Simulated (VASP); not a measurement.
Write the native input for VASP 6.6.1 that does the following.

```yaml
Task: single point
Functional: PBEsol
Potentials_or_basis: VASP PAW PBE potentials, release 64 (Pt)
Cutoff: 520 eV
k_mesh: 12 × 12 × 12
Occupations: fermi-dirac, width 0.05 eV
Spin: no spin polarisation
Dipole_correction: no
Further_INCAR_settings: ALGO = Normal; EDIFF = 1e-07; NBANDS = 11
```

The structure of Pt lies in POSCAR:

```
Pt
1.0
   -1.5285777323      1.5285777323      1.5285777323
    1.5285777323     -1.5285777323      1.5285777323
    1.5285777323      1.5285777323     -1.5285777323
Pt
1
Direct
    0.0000000000      0.0000000000      0.0000000000
```

These files were run (other wordings do the same):

INCAR

```
SYSTEM = Pt
PREC     = Accurate       ! precision mode
ENCUT    = 520            ! plane-wave cutoff, eV
EDIFF    = 1E-7           ! SCF threshold, eV
ISMEAR   = -1             ! smearing method
SIGMA    = 0.05           ! smearing width, eV
LREAL    = .FALSE.        ! projectors in reciprocal space
LASPH    = .TRUE.         ! aspherical terms in the spheres
NELM     = 80             ! most SCF steps
ALGO     = Normal         ! electronic algorithm
ISIF     = 2              ! what is computed and relaxed
LWAVE    = .FALSE.        ! write WAVECAR
LCHARG   = .FALSE.        ! write CHGCAR
GGA      = PS             ! functional
NBANDS   = 11             ! bands
```

KPOINTS

```
Automatic mesh
0
G
  12 12 12
  0 0 0
```

Potentials or basis: VASP PAW PBE potentials, release 64 (Pt).

Launch:

```sh
$ cat potpaw_PBE.64/Pt/POTCAR > POTCAR
$ mpirun -np 1 vasp_std > vasp.out
```

Results of the run:

The pressure is 19.7 GPa. The band gap on the k mesh is zero (band 5 reaches 13.16 eV, above the bottom of band 6 at 10.56 eV).

Caveat: the PAW data sets were made with another functional, which shifts forces and pressure a little; spin-orbit coupling is left out, which moves the levels of the heavy elements.

Wall time 4.5 s on 1 thread of Intel(R) Xeon(R) 6975P-C (Granite Rapids), with other jobs on the host, peak memory 0.13 GiB.
